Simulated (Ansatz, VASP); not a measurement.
## AlN in VASP and in Ansatz

The input INCAR:

```
  PREC = Accurate
  ENCUT = 600
  EDIFF = 1E-7
  ISMEAR = -1
  SIGMA = 0.05
  LREAL = False
  LASPH = True
  NELM = 60
  ALGO = Normal
  ISIF = 3
  LWAVE = False
  LCHARG = False
  GGA = B5
  ALDAX = 1.0
  AGGAX = 1.0
  AGGAC = 1.0
  ALDAC = 0.0
  IBRION = 2
  NSW = 60
  EDIFFG = -0.01
```

The input KPOINTS:

```
regular mesh
0
Gamma
  10 10 10
```

File POSCAR:

```
AlN
1.0
    0.0000000000      2.1839935596      2.1839935596
    2.1839935596      0.0000000000      2.1839935596
    2.1839935596      2.1839935596      0.0000000000
Al N
1 1
Direct
    0.0000000000      0.0000000000      0.0000000000
    0.2500000000      0.2500000000      0.2500000000
```

Contents of input.yaml:

```yaml
crystal:
  lattice:
    - [0.0, 2.1839935596, 2.1839935596]
    - [2.1839935596, 0.0, 2.1839935596]
    - [2.1839935596, 2.1839935596, 0.0]
  atoms:
    - { symbol: Al, position: [0.0, 0.0, 0.0] }
    - { symbol: "N", position: [0.25, 0.25, 0.25] }
hamiltonian:
  xc: blyp
  pseudopotentials: { kind: paw }
kpoints:
  mp_grid: { grid: [10, 10, 10] }
scf:
  occupations: { method: fermi_dirac, width: 0.05 }
output:
  forces: true
  stress: true
relax:
  f_tol: 0.01
  max_steps: 40
  cell: { stress_tol: 0.05 }
```

Alike in both runs: task relaxation of cell and atoms; functional BLYP; k mesh 10 × 10 × 10; occupations fermi-dirac, width 0.05 eV; no spin polarisation.

|  | VASP | Ansatz |
| --- | --- | --- |
| version | VASP 6.6.1 | Ansatz 0.2.0 |
| potentials or method | VASP PAW PBE potentials, release 64 (Al, N) | Ansatz PAW |
| plane-wave cutoff (eV) | 600 | 420 |
| valence electrons in the cell | 8 | 8 |

VASP gave:

```
relaxed volume (Å³/atom)                                     : 10.85
relaxed cell length with the largest relative difference (Å) : 3.131
```

Task: Estimate Ansatz's values.

Result: Relaxed volume (Å³/atom): 10.83; relaxed cell length with the largest relative difference (Å): 3.129.

VASP's potentials were made for PBE, not for BLYP.

Noted on Ansatz's run: the plane-wave basis is chosen anew once the cell has moved, so the energies of steps on either side of that aren't comparable.
